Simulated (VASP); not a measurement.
ZnAu, 2 atoms in the cell. It takes space group R3m (No. 160, trigonal). Conventional cell: a = 4.451 Å, b = 4.451 Å, c = 5.451 Å, α = 90.00°, β = 90.00°, γ = 120.00°. Zn (site symmetry 3m) has 7 Au at 2.23 to 2.93 Å within 3.0 Å. Au (site symmetry 3m) has 7 Zn at 2.23 to 2.93 Å within 3.0 Å.  This cell differs from its parent crystal: shortest bond scaled by 0.82.

* Program: VASP 6.6.1
* Task: single point
* Functional: PBEsol
* Potentials or basis: VASP PAW PBE potentials, release 64 (Zn, Au)
* Cutoff: 520 eV
* k mesh: 10 × 10 × 10
* Occupations: fermi-dirac, width 0.05 eV
* Spin: no spin polarisation
* Dipole correction: no
* Further INCAR settings: ALGO = Normal; EDIFF = 1e-06; NBANDS = 18

Potentials or basis: VASP PAW PBE potentials, release 64 (Zn, Au).

The run is started by

```bash
$ cat potpaw_PBE.64/Zn/POTCAR potpaw_PBE.64/Au/POTCAR > POTCAR
$ mpirun -np 1 vasp_std > vasp.out
```

Hardware: 1 thread of Intel(R) Xeon(R) Platinum 8488C (Sapphire Rapids), on a shared host.

Q: How long does it take, and how much memory?

A: It took 21 s on 1 thread of Intel(R) Xeon(R) Platinum 8488C (Sapphire Rapids) (shared host), peak memory 0.19 GiB. Counts: scf iterations 12, k points 116.
